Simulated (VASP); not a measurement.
# NaI (R3m) in VASP: single point with r2SCAN

Aim: the single point of NaI with r2SCAN.

Everything below comes from runs of VASP 6.6.1. Logs are shortened: lines on timing, memory, paths and dates and some standing lists are left out, and cuts for length are marked.

## Step 1: The cell of the first run

It takes space group R3m (No. 160, trigonal). Conventional cell: a = 5.011 Å, b = 5.011 Å, c = 12.966 Å, α = 90.00°, β = 90.00°, γ = 120.00°. Na (site symmetry 3m) has 4 I at 3.12 to 3.15 Å within 4.1 Å. Within 4.1 Å of I (site symmetry 3m) lie 4 Na at 3.12 to 3.15 Å.

## Step 2: Single point, r2SCAN (strain along [111] +5.6%)

POSCAR

```
NaI
1.0
    0.1332240072      3.6764156882      3.6764156882
    3.6764156882      0.1332240072      3.6764156882
    3.6764156882      3.6764156882      0.1332240072
Na I
1 1
Direct
    0.0035156203      0.0035156203      0.0035156203
    0.2464843797      0.2464843797      0.2464843797
```

INCAR.step1

```
ALGO     = Normal         # electronic algorithm
EDIFF    = 1E-4           # SCF threshold, eV
ENCUT    = 520            # plane-wave cutoff, eV
GGA      = PE             # functional
ISMEAR   = 0              # smearing method
LASPH    = True           # aspherical terms in the spheres
LCHARG   = False          # write CHGCAR
LREAL    = False          # projectors in reciprocal space
LWAVE    = True           # write WAVECAR
NBANDS   = 14             # bands
NELM     = 80             # most SCF steps
PREC     = Accurate       # precision mode
SIGMA    = 0.01           # smearing width, eV
```

INCAR.step2

```
ALGO     = Normal         # electronic algorithm
EDIFF    = 1E-6           # SCF threshold, eV
ENCUT    = 520            # plane-wave cutoff, eV
ISIF     = 2              # what is computed and relaxed
ISMEAR   = 0              # smearing method
ISTART   = 1            
LASPH    = True           # aspherical terms in the spheres
LCHARG   = False          # write CHGCAR
LMIXTAU  = True         
LREAL    = False          # projectors in reciprocal space
LWAVE    = False          # write WAVECAR
METAGGA  = R2SCAN         # meta-GGA
NBANDS   = 14             # bands
NELM     = 80             # most SCF steps
PREC     = Accurate       # precision mode
SIGMA    = 0.01           # smearing width, eV
```

KPOINTS

```
k-points
0
Gamma
  6 6 6
```

Potentials or basis: VASP PAW PBE potentials, release 64 (Na_pv, I).

Command:

```
> cat potpaw_PBE.64/Na_pv/POTCAR potpaw_PBE.64/I/POTCAR > POTCAR
> cp INCAR.step1 INCAR
> mpirun -np 1 vasp_std > vasp.out
> cp INCAR.step2 INCAR
> mpirun -np 1 vasp_std > vasp.out
```

OUTCAR:

```text
EDIFF = 1E-6
   ENCUT = 520
   ISIF = 2
   ISMEAR = 0
   ISTART = 1
   LASPH = True
   LREAL = False
   METAGGA = R2SCAN
   NELM = 80
   PREC = Accurate

 ion  position               nearest neighbor table
   1  0.004  0.004  0.004-   2 3.12   2 3.12   2 3.12   2 3.15
   2  0.246  0.246  0.246-   1 3.12   1 3.12   1 3.12   1 3.15

  LATTYP: Found a trigonal (rhomboedric) cell.
 ALAT       =     5.2009434972
 COS(alpha) =     0.5358856208

  Lattice vectors:

 A1 = (   0.1332240072,   3.6764156882,   3.6764156882)
 A2 = (   3.6764156882,   0.1332240072,   3.6764156882)
 A3 = (   3.6764156882,   3.6764156882,   0.1332240072)

Analysis of symmetry for initial positions (statically):
=====================================================================
 Subroutine PRICEL returns:
 Original cell was already a primitive cell.

 Routine SETGRP: Setting up the symmetry group for a
 trigonal (rhombohedral) supercell.

 Subroutine GETGRP returns: Found  6 space group operations
 (whereof  6 operations were pure point group operations)
 out of a pool of 12 trial point group operations.

The static configuration has the point symmetry C_3v.

Analysis of symmetry for dynamics (positions and initial velocities):
=====================================================================
 Subroutine PRICEL returns:
 Original cell was already a primitive cell.

 Routine SETGRP: Setting up the symmetry group for a
 trigonal (rhombohedral) supercell.

 Subroutine GETGRP returns: Found  6 space group operations
 (whereof  6 operations were pure point group operations)
 out of a pool of 12 trial point group operations.

The dynamic configuration has the point symmetry C_3v.

 Subroutine INISYM returns: Found  6 space group operations
 (whereof  6 operations are pure point group operations),
 and found     1 'primitive' translations

----------------------------------------------------------------------------------------

                                     Primitive cell

  volume of cell :      93.9815

  direct lattice vectors                    reciprocal lattice vectors
     0.133224007  3.676415688  3.676415688    -0.143627043  0.138604371  0.138604371
     3.676415688  0.133224007  3.676415688     0.138604371 -0.143627043  0.138604371
     3.676415688  3.676415688  0.133224007     0.138604371  0.138604371 -0.143627043

  length of vectors
     5.200943497  5.200943497  5.200943497     0.243004261  0.243004261  0.243004261

  position of ions in fractional coordinates (direct lattice)
     0.003515620  0.003515620  0.003515620
     0.246484380  0.246484380  0.246484380

  ion indices of the primitive-cell ions
   primitive index   ion index
                 1           1
                 2           2

----------------------------------------------------------------------------------------

 KPOINTS: k-points

Automatic generation of k-mesh.
 Grid dimensions read from file:
 generate k-points for:    6    6    6

 Generating k-lattice:

  Cartesian coordinates                     Fractional coordinates (reciprocal lattice)
    -0.023937841  0.023100729  0.023100729     0.166666667  0.000000000  0.000000000
     0.023100729 -0.023937841  0.023100729     0.000000000  0.166666667  0.000000000
     0.023100729  0.023100729 -0.023937841     0.000000000  0.000000000  0.166666667

  Length of vectors
     0.040500710  0.040500710  0.040500710

  Shift w.r.t. Gamma in fractional coordinates (k-lattice)
     0.000000000  0.000000000  0.000000000

 Subroutine IBZKPT returns following result:
 ===========================================

 Found     32 irreducible k-points:

 Following reciprocal coordinates:
            Coordinates               Weight
  0.000000  0.000000  0.000000      1.000000
  0.166667  0.000000 -0.000000      6.000000
  0.333333 -0.000000 -0.000000      6.000000
  0.500000  0.000000 -0.000000      3.000000
  0.166667  0.166667 -0.000000      6.000000
  0.333333  0.166667 -0.000000     12.000000
[... 16 lines left out ...]
  0.500000  0.500000  0.166667      6.000000
 -0.333333  0.500000  0.166667     12.000000
 [... further k-points ...]
   k-points           NKPTS =     32   k-points in BZ     NKDIM =     32   number of bands    NBANDS=     14
   number of dos      NEDOS =    301   number of ions     NIONS =      2
   total plane-waves  NPLWV =  64000
   dimension x,y,z NGX =    40 NGY =   40 NGZ =   40
   dimension x,y,z NGXF=    80 NGYF=   80 NGZF=   80
   ions per type =               1   1
   NGX,Y,Z   is equivalent  to a cutoff of  12.79, 12.79, 12.79 a.u.
   NGXF,Y,Z  is equivalent  to a cutoff of  25.57, 25.57, 25.57 a.u.
 SYSTEM =  unknown system
   PREC   = accura    normal or accurate (medium, high low for compatibility)
   ISTART =      1    job   : 0-new  1-cont  2-samecut
   ICHARG =      0    charge: 1-file 2-atom 10-const
   ISPIN  =      1    spin polarized calculation?
   LNONCOLLINEAR =      F non collinear calculations
   LSORBIT =      F    spin-orbit coupling
   LASPH  =      T    aspherical Exc in radial PAW
   ENCUT  =  520.0 eV  38.22 Ry    6.18 a.u.   9.67  9.67  9.67*2*pi/ulx,y,z
   NELM   =     80;   NELMIN=  2; NELMDL=  0     # of ELM steps
   EDIFF  = 0.1E-05   stopping-criterion for ELM
   LREAL  =      F    real-space projection
   EDIFFG = 0.1E-04   stopping-criterion for IOM
   NSW    =      0    number of steps for IOM
   IBRION =     -1    ionic relax: 0-MD 1-quasi-New 2-CG
   NFREE  =      0    steps in history (QN), initial steepest desc. (CG)
   ISIF   =      2    stress and relaxation
   ISYM   =      2    0-nonsym 1-usesym 2-fastsym
   POTIM  = 0.5000    time-step for ionic-motion
   TEBEG  =    0.0;   TEEND  =   0.0 temperature during run
   PSTRESS=    0.0 pullay stress
   NELECT =      14.0000    total number of electrons
   NUPDOWN=      -1.0000    fix difference up-down
   EMIN   =  10.00;   EMAX   =-10.00  energy-range for DOS
   EFERMI =   0.00;   METHOD = LEGACY
   ISMEAR =     0;   SIGMA  =   0.01  broadening in eV -4-tet -1-fermi 0-gaus
   EFERMI_NEDOS =   21; number of points for ismear=-14 and -15
   IALGO  =     38    algorithm
   IMIX   =      4    mixing-type and parameters
     AMIX     =   0.40;   BMIX     =  1.00
     AMIX_MAG =   1.60;   BMIX_MAG =  1.00
  volume/ion in A,a.u.               =      46.99       317.11
  Fermi-wavevector in a.u.,A,eV,Ry     =   0.867834  1.639969 10.247039  0.753136
  Thomas-Fermi vector in A             =   1.986425
   LORBIT       =      0    0 simple, 1 ext, 2 COOP (PROOUT), +10 PAW based schemes
   METAGGA = R2SCAN    functional components
   LHFCALC =     F    Hartree Fock is set to
   AEXX    =    0.0000 exact exchange contribution
   IVDW    =     0    specifies the selected vdW correction
   LEPSILON=     F    determine dielectric tensor
   LRPA    =     F    only Hartree local field effects (RPA)
 non-spin polarized calculation
 Gauss-broadening in eV      SIGMA  =   0.01
  energy-cutoff  :      520.00
  volume of cell :       93.98
 maximum number of plane-waves:      2549
   NGX = 19   NGY = 19   NGZ = 19

 number of electron      14.0000002 magnetization

 Free energy of the ion-electron system (eV)
  ---------------------------------------------------
  ext. energy  EPLUGINS =         0.00000000
  ---------------------------------------------------
  free energy    TOTEN  =       -30.90285025 eV

  energy without entropy =      -30.90285025  energy(sigma->0) =      -30.90285025

 E-fermi :  -1.5083     XC(G=0):  -6.5925

 val. band max:       -1.6482063687   @ k =   0.0000   0.0000   0.0000
 cond. band min:       2.6139694553   @ k =   0.0000   0.0000   0.0000
 fundamental gap:      4.2621758240
 Fermi energy:        -1.5083272217

 k-point     1 :       0.0000    0.0000    0.0000
  band No.  band energies     occupation
      1     -24.7051      2.00000
      2     -24.7051      2.00000
      3     -24.7019      2.00000
      4     -12.3678      2.00000
      5      -1.8000      2.00000
      6      -1.6482      2.00000
      7      -1.6482      2.00000
      8       2.6140      0.00000
      9       6.4685      0.00000
     10       6.9348      0.00000
     11       6.9348      0.00000
     12       8.4745      0.00000
     13       8.4745      0.00000
     14       9.9024      0.00000

 k-point     2 :       0.1667    0.0000   -0.0000
  band No.  band energies     occupation
      1     -24.7056      2.00000
      2     -24.7052      2.00000
      3     -24.7020      2.00000
      4     -12.3379      2.00000
      5      -2.0171      2.00000
      6      -1.8071      2.00000
      7      -1.6885      2.00000
      8       3.1628      0.00000
      9       6.4633      0.00000
     10       6.6977      0.00000
     11       7.0696      0.00000
     12       7.9625      0.00000
     13       8.1313      0.00000
     14       9.4678      0.00000

 k-point     3 :       0.3333   -0.0000   -0.0000
  band No.  band energies     occupation
      1     -24.7066      2.00000
      2     -24.7054      2.00000
      3     -24.7022      2.00000
      4     -12.2768      2.00000
      5      -2.5671      2.00000
      6      -1.8632      2.00000
      7      -1.7659      2.00000
      8       4.0207      0.00000
      9       6.2018      0.00000
     10       6.4924      0.00000
     11       6.7681      0.00000
     12       8.5040      0.00000
     13       8.9274      0.00000
     14       8.9387      0.00000
[... 324 lines left out ...]
 k-point    23 :       0.5000    0.5000    0.1667
  band No.  band energies     occupation
      1     -24.7066      2.00000
      2     -24.7056      2.00000
      3     -24.7030      2.00000
      4     -12.2285      2.00000
      5      -2.6202      2.00000
      6      -2.2053      2.00000
      7      -1.9360      2.00000
      8       4.2614      0.00000
      9       5.4111      0.00000
     10       6.9988      0.00000
     11       8.2858      0.00000
     12       8.5696      0.00000
     13      10.0795      0.00000
     14      10.2727      0.00000

 k-point    24 :      -0.3333    0.5000    0.1667
  band No.  band energies     occupation
      1     -24.7068      2.00000
      2     -24.7058      2.00000
      3     -24.7028      2.00000
      4     -12.2138      2.00000
      5      -2.5792      2.00000
      6      -2.2524      2.00000
      7      -2.0852      2.00000
      8       4.4162      0.00000
      9       5.6760      0.00000
     10       6.8970      0.00000
     11       7.2900      0.00000
     12       9.4588      0.00000
     13      10.2327      0.00000
     14      10.3120      0.00000

 [... further k-points ...]

------------------------ aborting loop because EDIFF is reached ----------------------------------------

  FORCE on cell =-STRESS in cart. coord.  units (eV):
  Direction    XX          YY          ZZ          XY          YZ          ZX
  --------------------------------------------------------------------------------------
  -------------------------------------------------------------------------------------
  Total       -0.3580639     -0.3580639     -0.3580639     -0.0849372     -0.0849372     -0.0849372
  in kB       -6.1042006     -6.1042006     -6.1042006     -1.4479915     -1.4479915     -1.4479915
  external PRESSURE =      -6.1042006 kB  Pullay stress =       0.0000000 kB

 VOLUME and BASIS-vectors are now :
 -----------------------------------------------------------------------------
  energy-cutoff  :      520.00
  volume of cell :       93.98
      direct lattice vectors                 reciprocal lattice vectors
     0.133224007  3.676415688  3.676415688    -0.143627043  0.138604371  0.138604371
     3.676415688  0.133224007  3.676415688     0.138604371 -0.143627043  0.138604371
     3.676415688  3.676415688  0.133224007     0.138604371  0.138604371 -0.143627043

 POSITION                                       TOTAL-FORCE (eV/Angst)
 -----------------------------------------------------------------------------------
      0.02632      0.02632      0.02632         0.004134      0.004134      0.004134
      1.84520      1.84520      1.84520        -0.004134     -0.004134     -0.004134
 -----------------------------------------------------------------------------------
    total drift:                                0.009430      0.009430      0.009430

  FREE ENERGIE OF THE ION-ELECTRON SYSTEM (eV)
  ---------------------------------------------------
  free  energy   TOTEN  =       -30.9028502525 eV

  energy  without entropy=      -30.9028502525  energy(sigma->0) =      -30.90285025
```

Run time: 76 s. Hardware: 1 thread of Intel Xeon 6975P-C (Granite Rapids), shared host; peak memory 0.27 GiB.

Results:

| Quantity | Value |
| --- | --- |
| Free energy | -30.9029 eV |
| Pressure | -0.6 GPa |
| Largest force | 0.007 eV/Å |
| Band gap on the k mesh | 4.26 eV, direct |

Forces in eV/Å, atoms in the order of the input:
```
Na   0.004  0.004  0.004
I   -0.004 -0.004 -0.004
```

Stress tensor (GPa, compression positive):
```
-0.61 -0.14 -0.14
-0.14 -0.61 -0.14
-0.14 -0.14 -0.61
```

Levels at points of the mesh, in eV from the valence-band top:
```
           k point  band 5  band 6  band 7  band 8  band 9  band 10
(0.00, 0.00, 0.00)   -0.15    0.00    0.00    4.26    8.12     8.58
(0.50, 0.00, 0.00)   -1.15   -0.24   -0.15    5.92    7.88     8.01
(0.50, 0.50, 0.00)   -1.07   -0.48   -0.35    5.53    6.76     9.40
(0.50, 0.50, 0.50)   -1.19   -0.09   -0.09    6.01    7.78     8.32
```

Caveat: the cell differs from its parent crystal (strain along [111] +5.6%); the PAW data sets were made with another functional, which shifts forces and pressure a little; spin-orbit coupling is left out, which moves the levels of the heavy elements.
